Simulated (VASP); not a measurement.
**Si: relaxation of shape and atoms at fixed volume with PBEsol**

Si:

```
CELL_PARAMETERS angstrom
2.27107 0.00000 0.00000
-1.13553 1.96680 0.00000
0.00000 0.00000 3.74934
ATOMIC_POSITIONS crystal
Si 0.33333 0.66667 0.25000
Si 0.66667 0.33333 0.75000
```

```
Program                : VASP 6.6.1
Task                   : relaxation of shape and atoms at fixed volume
Functional             : PBEsol
Potentials or basis    : VASP PAW PBE potentials, release 64 (Si)
Cutoff                 : 600 eV
k mesh                 : 17 × 17 × 9
Occupations            : fermi-dirac, width 0.08 eV
Spin                   : no spin polarisation
Dipole correction      : no
Further INCAR settings : ALGO = Normal; EDIFF = 1e-06; IBRION = 2; EDIFFG = -0.005; NSW = 50; ISIF = 4
```

| Quantity | Value |
| --- | --- |
| Energy gained by relaxing | 0.7 meV/atom |
| Ionic steps | 3 |
| Pressure after relaxing | 156.8 GPa |
| Band gap on the k mesh | zero (band 4 reaches 31.81 eV, above the bottom of band 5 at 15.46 eV) |

Step by step:
| step | energy change (eV) | largest force (eV/Å) | pressure (GPa) | volume (Å³) |
| --- | --- | --- | --- | --- |
| 1 | 0.0000 | 0.0000 | 156.81 | 16.75 |
| 2 | -0.0014 | 0.0000 | 156.79 | 16.75 |
| 3 | -0.0014 | 0.0000 | 156.79 | 16.75 |

Final structure:
```cif
data_structure
_symmetry_space_group_name_H-M 'P 1'
_symmetry_Int_Tables_number 1
_cell_length_a 2.2629
_cell_length_b 2.2629
_cell_length_c 3.7764
_cell_angle_alpha 90.000
_cell_angle_beta 90.000
_cell_angle_gamma 120.000
_cell_volume 16.75
loop_
_atom_site_label
_atom_site_type_symbol
_atom_site_fract_x
_atom_site_fract_y
_atom_site_fract_z
_atom_site_occupancy
Si1 Si 0.33333 0.66667 0.25000 1
Si2 Si 0.66667 0.33333 0.75000 1
```

Levels at points of the mesh, in eV from the Fermi level:
```
           k point  band 1  band 2  band 3  band 4  band 5  band 6  band 7  band 8
(0.00, 0.00, 0.00)  -20.29  -11.06   -9.87   12.92   12.92   13.31   13.51   13.51
```

It took 44 s on 1 thread of Intel(R) Xeon(R) Platinum 8259CL CPU @ 2.50GHz (Skylake/Cascade Lake), on a shared host, peak memory 0.13 GiB.

Caveat: the PAW data sets were made with another functional, which shifts forces and pressure a little.
